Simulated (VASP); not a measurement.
# Si7Ge (P-42m) in VASP: a series of runs

Runs on Si7Ge. Level: r2SCAN. Tasks: single point.

Program: VASP 6.6.1. These are calculated values, not measurements. Logs are shortened: lines on timing, memory, paths and dates and some standing lists are left out, and cuts for length are marked.

## 1. The cell of the first run

It takes space group P-42m (No. 111, tetragonal). Conventional cell: a = 5.605 Å, b = 5.605 Å, c = 5.331 Å, α = 90.00°, β = 90.00°, γ = 90.00°. Within 3.1 Å of Si (site symmetry m) lie 3 Si at 2.38 Å and 1 Ge at 2.41 Å. Within 3.1 Å of Si (site symmetry 222) lie 4 Si at 2.38 Å. Si (site symmetry -42m) has 4 Si at 2.38 Å within 3.1 Å. Ge (site symmetry -42m) has 4 Si at 2.41 Å within 3.2 Å.

## 2. Single point, r2SCAN (strain +0.025 along x and y, -0.025 along z)

POSCAR

```
Si7Ge
1.0
    5.6046676412      0.0000000000      0.0000000000
    0.0000000000      5.6046676412      0.0000000000
    0.0000000000      0.0000000000      5.3312692196
Si Ge
7 1
Direct
    0.2524307582      0.2524307582      0.2524307582
    0.0000000000      0.5000000000      0.5000000000
    0.5000000000      0.5000000000      0.0000000000
    0.5000000000      0.0000000000      0.5000000000
    0.7475692418      0.2524307582      0.7475692418
    0.7475692418      0.7475692418      0.2524307582
    0.2524307582      0.7475692418      0.7475692418
    0.0000000000      0.0000000000      0.0000000000
```

INCAR.step1

```
  ALGO = Normal
  EDIFF = 1E-4
  ENCUT = 520
  GGA = PE
  ISMEAR = 0
  LASPH = True
  LCHARG = False
  LREAL = False
  LWAVE = True
  NBANDS = 31
  NELM = 80
  PREC = Accurate
  SIGMA = 0.05
```

INCAR.step2

```
  ALGO = Normal
  EDIFF = 1E-6
  ENCUT = 520
  ISIF = 2
  ISMEAR = 0
  ISTART = 1
  LASPH = True
  LCHARG = False
  LMIXTAU = True
  LREAL = False
  LWAVE = False
  METAGGA = R2SCAN
  NBANDS = 31
  NELM = 80
  PREC = Accurate
  SIGMA = 0.05
```

KPOINTS

```
k-points
0
Gamma
  6 6 6
```

Potentials or basis: VASP PAW PBE potentials, release 64 (Si, Ge_d).

Command:

```
$ cat potpaw_PBE.64/Si/POTCAR potpaw_PBE.64/Ge_d/POTCAR > POTCAR
$ cp INCAR.step1 INCAR
$ mpirun -np 1 vasp_std > vasp.out
$ cp INCAR.step2 INCAR
$ mpirun -np 1 vasp_std > vasp.out
```

OUTCAR:

```text
EDIFF = 1E-6
   ENCUT = 520
   ISIF = 2
   ISMEAR = 0
   ISTART = 1
   LASPH = True
   LREAL = False
   METAGGA = R2SCAN
   NELM = 80
   PREC = Accurate

 ion  position               nearest neighbor table
   1  0.252  0.252  0.252-   3 2.38   2 2.38   4 2.38   8 2.41
   2  0.000  0.500  0.500-   1 2.38   5 2.38   6 2.38   7 2.38
   3  0.500  0.500  0.000-   1 2.38   5 2.38   6 2.38   7 2.38
   4  0.500  0.000  0.500-   1 2.38   5 2.38   6 2.38   7 2.38
   5  0.748  0.252  0.748-   3 2.38   2 2.38   4 2.38   8 2.41
   6  0.748  0.748  0.252-   3 2.38   2 2.38   4 2.38   8 2.41
   7  0.252  0.748  0.748-   3 2.38   2 2.38   4 2.38   8 2.41
   8  0.000  0.000  0.000-   1 2.41   5 2.41   6 2.41   7 2.41

  LATTYP: Found a simple tetragonal cell.
 ALAT       =     5.6046676412
 C/A-ratio  =     0.9512195122

  Lattice vectors:

 A1 = (   5.6046676412,   0.0000000000,   0.0000000000)
 A2 = (   0.0000000000,   5.6046676412,   0.0000000000)
 A3 = (   0.0000000000,   0.0000000000,   5.3312692196)

Analysis of symmetry for initial positions (statically):
=====================================================================
 Subroutine PRICEL returns:
 Original cell was already a primitive cell.

 Routine SETGRP: Setting up the symmetry group for a
 simple tetragonal supercell.

 Subroutine GETGRP returns: Found  8 space group operations
 (whereof  8 operations were pure point group operations)
 out of a pool of 16 trial point group operations.

The static configuration has the point symmetry D_2d.

Analysis of symmetry for dynamics (positions and initial velocities):
=====================================================================
 Subroutine PRICEL returns:
 Original cell was already a primitive cell.

 Routine SETGRP: Setting up the symmetry group for a
 simple tetragonal supercell.

 Subroutine GETGRP returns: Found  8 space group operations
 (whereof  8 operations were pure point group operations)
 out of a pool of 16 trial point group operations.

The dynamic configuration has the point symmetry D_2d.

 Subroutine INISYM returns: Found  8 space group operations
 (whereof  8 operations are pure point group operations),
 and found     1 'primitive' translations

----------------------------------------------------------------------------------------

                                     Primitive cell

  volume of cell :     167.4674

  direct lattice vectors                    reciprocal lattice vectors
     5.604667641  0.000000000  0.000000000     0.178422712  0.000000000  0.000000000
     0.000000000  5.604667641  0.000000000     0.000000000  0.178422712  0.000000000
     0.000000000  0.000000000  5.331269220     0.000000000  0.000000000  0.187572595

  length of vectors
     5.604667641  5.604667641  5.331269220     0.178422712  0.178422712  0.187572595

  position of ions in fractional coordinates (direct lattice)
     0.252430758  0.252430758  0.252430758
     0.000000000  0.500000000  0.500000000
     0.500000000  0.500000000  0.000000000
     0.500000000  0.000000000  0.500000000
     0.747569242  0.252430758  0.747569242
     0.747569242  0.747569242  0.252430758
     0.252430758  0.747569242  0.747569242
     0.000000000  0.000000000  0.000000000

  ion indices of the primitive-cell ions
   primitive index   ion index
                 1           1
                 2           2
                 3           3
                 4           4
                 5           5
                 6           6
                 7           7
                 8           8

----------------------------------------------------------------------------------------

 KPOINTS: k-points

Automatic generation of k-mesh.
 Grid dimensions read from file:
 generate k-points for:    6    6    6

 Generating k-lattice:

  Cartesian coordinates                     Fractional coordinates (reciprocal lattice)
     0.029737119  0.000000000  0.000000000     0.166666667  0.000000000  0.000000000
     0.000000000  0.029737119  0.000000000     0.000000000  0.166666667  0.000000000
     0.000000000  0.000000000  0.031262099     0.000000000  0.000000000  0.166666667

  Length of vectors
     0.029737119  0.029737119  0.031262099

  Shift w.r.t. Gamma in fractional coordinates (k-lattice)
     0.000000000  0.000000000  0.000000000

 Subroutine IBZKPT returns following result:
 ===========================================

 Found     40 irreducible k-points:

 Following reciprocal coordinates:
            Coordinates               Weight
  0.000000  0.000000  0.000000      1.000000
  0.166667  0.000000  0.000000      4.000000
  0.333333  0.000000  0.000000      4.000000
  0.500000  0.000000  0.000000      2.000000
  0.166667  0.166667  0.000000      4.000000
  0.333333  0.166667  0.000000      8.000000
[... 16 lines left out ...]
  0.333333  0.000000  0.333333      8.000000
  0.500000  0.000000  0.333333      4.000000
 [... further k-points ...]
   k-points           NKPTS =     40   k-points in BZ     NKDIM =     40   number of bands    NBANDS=     31
   number of dos      NEDOS =    301   number of ions     NIONS =      8
   total plane-waves  NPLWV =  70560
   dimension x,y,z NGX =    42 NGY =   42 NGZ =   40
   dimension x,y,z NGXF=    84 NGYF=   84 NGZF=   80
   ions per type =               7   1
   NGX,Y,Z   is equivalent  to a cutoff of  12.46, 12.46, 12.47 a.u.
   NGXF,Y,Z  is equivalent  to a cutoff of  24.92, 24.92, 24.95 a.u.
 SYSTEM =  unknown system
   PREC   = accura    normal or accurate (medium, high low for compatibility)
   ISTART =      1    job   : 0-new  1-cont  2-samecut
   ICHARG =      0    charge: 1-file 2-atom 10-const
   ISPIN  =      1    spin polarized calculation?
   LNONCOLLINEAR =      F non collinear calculations
   LSORBIT =      F    spin-orbit coupling
   LASPH  =      T    aspherical Exc in radial PAW
   ENCUT  =  520.0 eV  38.22 Ry    6.18 a.u.  10.42 10.42  9.91*2*pi/ulx,y,z
   NELM   =     80;   NELMIN=  2; NELMDL=  0     # of ELM steps
   EDIFF  = 0.1E-05   stopping-criterion for ELM
   LREAL  =      F    real-space projection
   EDIFFG = 0.1E-04   stopping-criterion for IOM
   NSW    =      0    number of steps for IOM
   IBRION =     -1    ionic relax: 0-MD 1-quasi-New 2-CG
   NFREE  =      0    steps in history (QN), initial steepest desc. (CG)
   ISIF   =      2    stress and relaxation
   ISYM   =      2    0-nonsym 1-usesym 2-fastsym
   POTIM  = 0.5000    time-step for ionic-motion
   TEBEG  =    0.0;   TEEND  =   0.0 temperature during run
   PSTRESS=    0.0 pullay stress
   NELECT =      42.0000    total number of electrons
   NUPDOWN=      -1.0000    fix difference up-down
   EMIN   =  10.00;   EMAX   =-10.00  energy-range for DOS
   EFERMI =   0.00;   METHOD = LEGACY
   ISMEAR =     0;   SIGMA  =   0.05  broadening in eV -4-tet -1-fermi 0-gaus
   EFERMI_NEDOS =   21; number of points for ismear=-14 and -15
   IALGO  =     38    algorithm
   IMIX   =      4    mixing-type and parameters
     AMIX     =   0.40;   BMIX     =  1.00
     AMIX_MAG =   1.60;   BMIX_MAG =  1.00
  volume/ion in A,a.u.               =      20.93       141.27
  Fermi-wavevector in a.u.,A,eV,Ry     =   1.032400  1.950952 14.501754  1.065849
  Thomas-Fermi vector in A             =   2.166595
   LORBIT       =      0    0 simple, 1 ext, 2 COOP (PROOUT), +10 PAW based schemes
   METAGGA = R2SCAN    functional components
   LHFCALC =     F    Hartree Fock is set to
   AEXX    =    0.0000 exact exchange contribution
   IVDW    =     0    specifies the selected vdW correction
   LEPSILON=     F    determine dielectric tensor
   LRPA    =     F    only Hartree local field effects (RPA)
 non-spin polarized calculation
 Gauss-broadening in eV      SIGMA  =   0.05
  energy-cutoff  :      520.00
  volume of cell :      167.47
 maximum number of plane-waves:      4543
 NGX is ok and might be reduce to    42
   NGX = 21   NGY = 21   NGZ = 19

 number of electron      41.9999982 magnetization

 Free energy of the ion-electron system (eV)
  ---------------------------------------------------
  ext. energy  EPLUGINS =         0.00000000
  ---------------------------------------------------
  free energy    TOTEN  =       -75.14480007 eV

  energy without entropy =      -75.14479973  energy(sigma->0) =      -75.14479990

 E-fermi :   5.6810     XC(G=0):  -9.8763

 val. band max:        5.5519330686   @ k =   0.0000   0.0000   0.0000
 cond. band min:       5.8161796927   @ k =   0.0000   0.0000   0.1667
 fundamental gap:      0.2642466241
 Fermi energy:         5.6809740199

 k-point     1 :       0.0000    0.0000    0.0000
  band No.  band energies     occupation
      1     -19.4651      2.00000
      2     -19.4651      2.00000
      3     -19.4641      2.00000
      4     -19.4387      2.00000
      5     -19.4334      2.00000
      6      -7.1100      2.00000
[... 23 lines left out ...]
     30       8.1563      0.00000
     31       8.4736      0.00000

 k-point     2 :       0.1667    0.0000    0.0000
  band No.  band energies     occupation
      1     -19.4651      2.00000
      2     -19.4651      2.00000
      3     -19.4641      2.00000
      4     -19.4387      2.00000
      5     -19.4334      2.00000
      6      -6.9905      2.00000
[... 23 lines left out ...]
     30       8.8048      0.00000
     31       9.1715      0.00000

 k-point     3 :       0.3333    0.0000    0.0000
  band No.  band energies     occupation
      1     -19.4651      2.00000
      2     -19.4651      2.00000
      3     -19.4641      2.00000
      4     -19.4387      2.00000
      5     -19.4334      2.00000
      6      -6.6351      2.00000
[... 703 lines left out ...]
     30       9.8203      0.00000
     31      10.2762      0.00000

 k-point    24 :       0.5000    0.0000    0.3333
  band No.  band energies     occupation
      1     -19.4652      2.00000
      2     -19.4651      2.00000
      3     -19.4641      2.00000
      4     -19.4386      2.00000
      5     -19.4333      2.00000
      6      -5.6841      2.00000
[... 23 lines left out ...]
     30      10.4360      0.00000
     31      10.4684      0.00000

 [... further k-points ...]

------------------------ aborting loop because EDIFF is reached ----------------------------------------

  FORCE on cell =-STRESS in cart. coord.  units (eV):
  Direction    XX          YY          ZZ          XY          YZ          ZX
  --------------------------------------------------------------------------------------
  -------------------------------------------------------------------------------------
  Total       -4.1290625     -4.1290625      0.8650963      0.0000000      0.0000000      0.0000000
  in kB      -39.5031475    -39.5031475      8.2764615      0.0000000      0.0000000      0.0000000
  external PRESSURE =     -23.5766111 kB  Pullay stress =       0.0000000 kB

 VOLUME and BASIS-vectors are now :
 -----------------------------------------------------------------------------
  energy-cutoff  :      520.00
  volume of cell :      167.47
      direct lattice vectors                 reciprocal lattice vectors
     5.604667641  0.000000000  0.000000000     0.178422712  0.000000000  0.000000000
     0.000000000  5.604667641  0.000000000     0.000000000  0.178422712  0.000000000
     0.000000000  0.000000000  5.331269220     0.000000000  0.000000000  0.187572595

 POSITION                                       TOTAL-FORCE (eV/Angst)
 -----------------------------------------------------------------------------------
      1.41479      1.41479      1.34578         0.008887      0.008887      0.024203
      0.00000      2.80233      2.66563         0.000000     -0.000000     -0.000000
      2.80233      2.80233      0.00000         0.000000     -0.000000      0.000000
      2.80233      0.00000      2.66563         0.000000     -0.000000      0.000000
      4.18988      1.41479      3.98549        -0.008887      0.008887     -0.024203
      4.18988      4.18988      1.34578        -0.008887     -0.008887      0.024203
      1.41479      4.18988      3.98549         0.008887     -0.008887     -0.024203
      0.00000      0.00000      0.00000        -0.000000     -0.000000      0.000000
 -----------------------------------------------------------------------------------
    total drift:                               -0.000000     -0.000000      0.000000

  FREE ENERGIE OF THE ION-ELECTRON SYSTEM (eV)
  ---------------------------------------------------
  free  energy   TOTEN  =       -75.1448000716 eV

  energy  without entropy=      -75.1447997301  energy(sigma->0) =      -75.14479990
```

Run time: 12 min. Hardware: 1 thread of AMD EPYC 9R45 (Zen 5), shared host; peak memory 0.34 GiB.

What came out:

```yaml
Free_energy: -75.1448 eV
Pressure: -2.4 GPa
Largest_force: 0.027 eV/Å
Band_gap_on_the_k_mesh: 0.26 eV, indirect (least direct gap 0.33 eV)
```

Forces in eV/Å, atoms in the order of the input:
```
Si   0.009  0.009  0.024
Si   0.000  0.000  0.000
Si   0.000  0.000  0.000
Si   0.000  0.000  0.000
Si  -0.009  0.009 -0.024
Si  -0.009 -0.009  0.024
Si   0.009 -0.009 -0.024
Ge   0.000  0.000  0.000
```

Caveat: the cell differs from its parent crystal (strain +0.025 along x and y, -0.025 along z); the PAW data sets were made with another functional, which shifts forces and pressure a little.

## 3. Single point, r2SCAN (strain +0.050 along x and y, -0.050 along z)

POSCAR, as its differences from that of step 2:

```diff
@@ -2,5 +2,5 @@
 1.0
-    5.6046676412      0.0000000000      0.0000000000
-    0.0000000000      5.6046676412      0.0000000000
-    0.0000000000      0.0000000000      5.3312692196
+    5.7413668519      0.0000000000      0.0000000000
+    0.0000000000      5.7413668519      0.0000000000
+    0.0000000000      0.0000000000      5.1945700089
 Si Ge
```

INCAR.step1

```
PREC     = Accurate       # precision mode
ENCUT    = 520            # plane-wave cutoff, eV
ISMEAR   = 0              # smearing method
SIGMA    = 0.05           # smearing width, eV
LREAL    = False          # projectors in reciprocal space
LASPH    = True           # aspherical terms in the spheres
NELM     = 80             # most SCF steps
NBANDS   = 31             # bands
GGA      = PE             # functional
ALGO     = Normal         # electronic algorithm
EDIFF    = 1E-4           # SCF threshold, eV
LWAVE    = True           # write WAVECAR
LCHARG   = False          # write CHGCAR
```

INCAR.step2

```
PREC     = Accurate       # precision mode
ENCUT    = 520            # plane-wave cutoff, eV
EDIFF    = 1E-7           # SCF threshold, eV
ISMEAR   = 0              # smearing method
SIGMA    = 0.05           # smearing width, eV
LREAL    = False          # projectors in reciprocal space
LASPH    = True           # aspherical terms in the spheres
NELM     = 80             # most SCF steps
ALGO     = Normal         # electronic algorithm
ISIF     = 2              # what is computed and relaxed
LWAVE    = False          # write WAVECAR
LCHARG   = False          # write CHGCAR
METAGGA  = R2SCAN         # meta-GGA
LMIXTAU  = True         
NBANDS   = 31             # bands
ISTART   = 1
```

KPOINTS

```
Automatic mesh
0
Gamma
  6 6 6
```

Potentials or basis: VASP PAW PBE potentials, release 64 (Si, Ge_d).

Command:

```
$ cat potpaw_PBE.64/Si/POTCAR potpaw_PBE.64/Ge_d/POTCAR > POTCAR
$ cp INCAR.step1 INCAR
$ mpirun -np 1 vasp_std > vasp.out
$ cp INCAR.step2 INCAR
$ mpirun -np 1 vasp_std > vasp.out
```

OUTCAR:

```text
PREC = Accurate
   ENCUT = 520
   EDIFF = 1E-7
   ISMEAR = 0
   LREAL = False
   LASPH = True
   NELM = 80
   ISIF = 2
   METAGGA = R2SCAN
   ISTART = 1

 ion  position               nearest neighbor table
   1  0.252  0.252  0.252-   3 2.40   2 2.40   4 2.40   8 2.43
   2  0.000  0.500  0.500-   1 2.40   5 2.40   6 2.40   7 2.40
   3  0.500  0.500  0.000-   1 2.40   5 2.40   6 2.40   7 2.40
   4  0.500  0.000  0.500-   1 2.40   5 2.40   6 2.40   7 2.40
   5  0.748  0.252  0.748-   3 2.40   2 2.40   4 2.40   8 2.43
   6  0.748  0.748  0.252-   3 2.40   2 2.40   4 2.40   8 2.43
   7  0.252  0.748  0.748-   3 2.40   2 2.40   4 2.40   8 2.43
   8  0.000  0.000  0.000-   1 2.43   5 2.43   6 2.43   7 2.43

  LATTYP: Found a simple tetragonal cell.
 ALAT       =     5.7413668519
 C/A-ratio  =     0.9047619048

  Lattice vectors:

 A1 = (   5.7413668519,   0.0000000000,   0.0000000000)
 A2 = (   0.0000000000,   5.7413668519,   0.0000000000)
 A3 = (   0.0000000000,   0.0000000000,   5.1945700089)

Analysis of symmetry for initial positions (statically):
[... 192 lines left out ...]

 k-point     1 :       0.0000    0.0000    0.0000
  band No.  band energies     occupation
      1     -19.6760      2.00000
      2     -19.6760      2.00000
      3     -19.6729      2.00000
      4     -19.6552      2.00000
      5     -19.6432      2.00000
      6      -7.1603      2.00000
[... 805 lines left out ...]
     30       9.8395      0.00000
     31       9.8621      0.00000

 [... further k-points ...]

------------------------ aborting loop because EDIFF is reached ----------------------------------------

  FORCE on cell =-STRESS in cart. coord.  units (eV):
  Direction    XX          YY          ZZ          XY          YZ          ZX
  --------------------------------------------------------------------------------------
  -------------------------------------------------------------------------------------
  Total       -7.6715283     -7.6715283      1.5336374      0.0000000      0.0000000      0.0000000
  in kB      -71.7814582    -71.7814582     14.3500392      0.0000000      0.0000000      0.0000000
  external PRESSURE =     -43.0709591 kB  Pullay stress =       0.0000000 kB

 VOLUME and BASIS-vectors are now :
 -----------------------------------------------------------------------------
  energy-cutoff  :      520.00
  volume of cell :      171.23
      direct lattice vectors                 reciprocal lattice vectors
     5.741366852  0.000000000  0.000000000     0.174174552  0.000000000  0.000000000
     0.000000000  5.741366852  0.000000000     0.000000000  0.174174552  0.000000000
     0.000000000  0.000000000  5.194570009     0.000000000  0.000000000  0.192508716

 POSITION                                       TOTAL-FORCE (eV/Angst)
 -----------------------------------------------------------------------------------
      1.44930      1.44930      1.31127         0.013242      0.013242      0.034971
      0.00000      2.87068      2.59729        -0.000000     -0.000000      0.000000
      2.87068      2.87068      0.00000        -0.000000      0.000000      0.000000
      2.87068      0.00000      2.59729        -0.000000      0.000000      0.000000
      4.29207      1.44930      3.88330        -0.013242      0.013242     -0.034971
      4.29207      4.29207      1.31127        -0.013242     -0.013242      0.034971
      1.44930      4.29207      3.88330         0.013242     -0.013242     -0.034971
      0.00000      0.00000      0.00000        -0.000000     -0.000000      0.000000
 -----------------------------------------------------------------------------------
    total drift:                               -0.000000     -0.000000     -0.000000

  FREE ENERGIE OF THE ION-ELECTRON SYSTEM (eV)
  ---------------------------------------------------
  free  energy   TOTEN  =       -74.8277090378 eV

  energy  without entropy=      -74.8274472027  energy(sigma->0) =      -74.82757812
```

Wall time 17 min (1 thread of AMD EPYC 9R45 (Zen 5), shared host); peak memory 0.39 GiB.

Results:

```
Free energy            : -74.8277 eV
Pressure               : -4.3 GPa
Largest force          : 0.040 eV/Å
Band gap on the k mesh : zero (band 21 reaches 5.51 eV, above the bottom of band 22 at 5.35 eV)
```

Forces in eV/Å, atoms in the order of the input:
```
Si   0.013  0.013  0.035
Si   0.000  0.000  0.000
Si   0.000  0.000  0.000
Si   0.000  0.000  0.000
Si  -0.013  0.013 -0.035
Si  -0.013 -0.013  0.035
Si   0.013 -0.013 -0.035
Ge   0.000  0.000  0.000
```

Caveat: the cell differs from its parent crystal (strain +0.050 along x and y, -0.050 along z); the PAW data sets were made with another functional, which shifts forces and pressure a little.

(Part 1 of 2 ends here.)
